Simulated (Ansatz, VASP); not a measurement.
## Si2Mo in VASP and in Ansatz

```
Mo Si
1.0
    -1.60000    1.60000    3.93050
     1.60000   -1.60000    3.93050
     1.60000    1.60000   -3.93050
Mo Si
1 2
Direct
  0.00000 0.00000 0.00000
  0.66700 0.66700 0.00000
  0.33300 0.33300 0.00000
```

Alike in both runs: functional RPBE; k mesh 12 × 12 × 12; occupations fermi-dirac, width 0.05 eV; no spin polarisation.

|  | VASP | Ansatz |
| --- | --- | --- |
| version | VASP 6.6.1 | Ansatz 0.2.0 |
| potentials or method | VASP PAW PBE potentials, release 64 (Mo_sv, Si) | Ansatz PAW |
| plane-wave cutoff (eV) | 520 | 420 |
| valence electrons in the cell | 22 | 22 |
| task | single point | band structure |

|  | VASP | Ansatz | Ansatz less VASP |
| --- | --- | --- | --- |
| gap on the k mesh at the Fermi level (eV) | none | none | - |
| pressure (GPa) | 4.7 | 4.9 | +0.18 |
| traceless stress, the component that is largest in VASP (GPa) | -0.68 | -0.63 | +0.053 |
| rms of the force components (eV/Å) | 0.115 | 0.119 | +0.0037 |

VASP's potentials were made for PBE, not for RPBE. Atom by atom the forces differ by 0.004 eV/Å (rms over components). A gap of «none» marks a metal or a gap that the smearing closes.
